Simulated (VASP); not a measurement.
Input of a VASP 6.6.1 run:

The input INCAR:

```
SYSTEM = MgAgI3
ALGO = Normal
EDIFF = 1E-7
ENCUT = 520
GGA = PE
ISIF = 2
ISMEAR = 0
LASPH = .TRUE.
LCHARG = .TRUE.
LELF = .TRUE.
LREAL = .FALSE.
LVHAR = .TRUE.
LWAVE = .FALSE.
NBANDS = 25
NELM = 100
PREC = Accurate
SIGMA = 0.1
```

File KPOINTS:

```
k-points
0
G
  8 8 8
  0 0 0
```

The input POSCAR:

```
MgAgI3
1.0
    5.7415661676      0.0000000000      0.0000000000
    0.0000000000      5.7415661676      0.0000000000
    0.0000000000      0.0000000000      5.7415661676
Mg Ag I
1 1 3
Direct
    0.0000000000      0.0000000000      0.0000000000
    0.5000000000      0.5000000000      0.5000000000
    0.5000000000      0.0000000000      0.0000000000
    0.0000000000      0.5000000000      0.0000000000
    0.0000000000      0.0000000000      0.5000000000
```

Potentials or basis: VASP PAW PBE potentials, release 64 (Mg, Ag, I).

The run is started by

```bash
$ cat potpaw_PBE.64/Mg/POTCAR potpaw_PBE.64/Ag/POTCAR potpaw_PBE.64/I/POTCAR > POTCAR
$ mpirun -np 1 vasp_std > vasp.out
```

(1) What does it give for the pressure?

## Answers

(1) 0.0 GPa.
